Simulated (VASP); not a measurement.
Wanted: the native input for a VASP 6.6.1 run.

| Item | Value |
| --- | --- |
| Task | single point |
| Functional | PBE |
| Potentials or basis | VASP PAW PBE potentials, release 64 (Sn_d, Te, As) |
| Cutoff | 520 eV |
| k mesh | 6 × 6 × 4 |
| Occupations | gaussian, width 0.1 eV |
| Spin | no spin polarisation |
| Dipole correction | no |
| Further INCAR settings | ALGO = Normal; EDIFF = 1e-07; NBANDS = 30 |

The structure of Sn2TeAs2 lies in POSCAR:

```
Sn2TeAs2
1.0
    5.3118402700      0.0000000000      0.0000000000
   -2.6559201400      4.6001886200      0.0000000000
    0.0000000000      0.0000000000      5.9871673800
Sn Te As
2 1 2
Direct
    0.3333333300      0.6666666700      0.0000000000
    0.6666666700      0.3333333300      0.0000000000
    0.0000000000      0.0000000000      0.0000000000
    0.3333333300      0.6666666700      0.5000000000
    0.6666666700      0.3333333300      0.5000000000
```

The cell was built from a structure type or drawn by symmetry, and may not be a known phase.

These files were run (other wordings do the same):

INCAR

```
  ALGO = Normal
  EDIFF = 1E-7
  ENCUT = 520
  GGA = PE
  ISIF = 2
  ISMEAR = 0
  LASPH = T
  LCHARG = F
  LREAL = F
  LWAVE = F
  NBANDS = 30
  NELM = 60
  PREC = Accurate
  SIGMA = 0.1
```

KPOINTS

```
k-points
0
Gamma
  6 6 4
```

Potentials or basis: VASP PAW PBE potentials, release 64 (Sn_d, Te, As).

Run with:

```sh
$ cat potpaw_PBE.64/Sn_d/POTCAR potpaw_PBE.64/Te/POTCAR potpaw_PBE.64/As/POTCAR > POTCAR
$ mpirun -np 1 vasp_std > vasp.out
```

It gave:

* Pressure: 0.1 GPa
* Band gap on the k mesh: zero (bands 22 and 23 overlap by 1.63 eV)

Caveat: spin-orbit coupling is left out, which moves the levels of the heavy elements.

It took 45 s on 1 thread of Intel(R) Xeon(R) 6975P-C (Granite Rapids), on a shared host, peak memory 0.31 GiB.
